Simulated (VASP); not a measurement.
Here is a VASP 6.6.1 calculation.

INCAR

```
ALGO = Normal
EDIFF = 1E-6
ENCUT = 520
GGA = PS
ISIF = 2
ISMEAR = -1
LASPH = True
LCHARG = False
LREAL = False
LWAVE = False
NBANDS = 50
NELM = 100
PREC = Accurate
SIGMA = 0.03
```

File KPOINTS:

```
k-points
0
Gamma
  6 6 2
```

POSCAR

```
SnSe
1.0
    5.0185033778      0.0000000000      0.0000000000
   -2.5092516889      4.3461514141      0.0000000000
    0.0000000000      0.0000000000     11.8441064361
Sn Se
4 4
Direct
    0.0000000000      0.0000000000     -0.0249725871
    0.3333333333      0.6666666667      0.2256874577
    0.0000000000      0.0000000000      0.4750274129
    0.6666666667      0.3333333333      0.7256874577
    0.0000000000      0.0000000000      0.2133490937
    0.3333333333      0.6666666667      0.4609360357
    0.0000000000      0.0000000000      0.7133490937
    0.6666666667      0.3333333333      0.9609360357
```

Potentials or basis: VASP PAW PBE potentials, release 64 (Sn_d, Se).

Command:

```bash
$ cat potpaw_PBE.64/Sn_d/POTCAR potpaw_PBE.64/Se/POTCAR > POTCAR
$ mpirun -np 1 vasp_std > vasp.out
```

Task: Estimate the largest force.

Result: 0.011 eV/Å.

Task: What does it give for the pressure?

Result: 0.0 GPa.

Task: Predict the band gap on the k mesh.

Result: 0.44 eV (least direct gap 0.61 eV).

Forces in eV/Å, atoms in the order of the input:
```
Sn   0.000  0.000 -0.004
Sn   0.000  0.000 -0.011
Sn   0.000  0.000 -0.004
Sn   0.000  0.000 -0.011
Se   0.000  0.000  0.005
Se   0.000  0.000  0.010
Se   0.000  0.000  0.005
Se   0.000  0.000  0.010
```

Caveat: semilocal functionals underestimate gaps, and a narrow one can read as zero; the PAW data sets were made with another functional, which shifts forces and pressure a little; spin-orbit coupling is left out, which moves the levels of the heavy elements. A k mesh can miss the band edges.
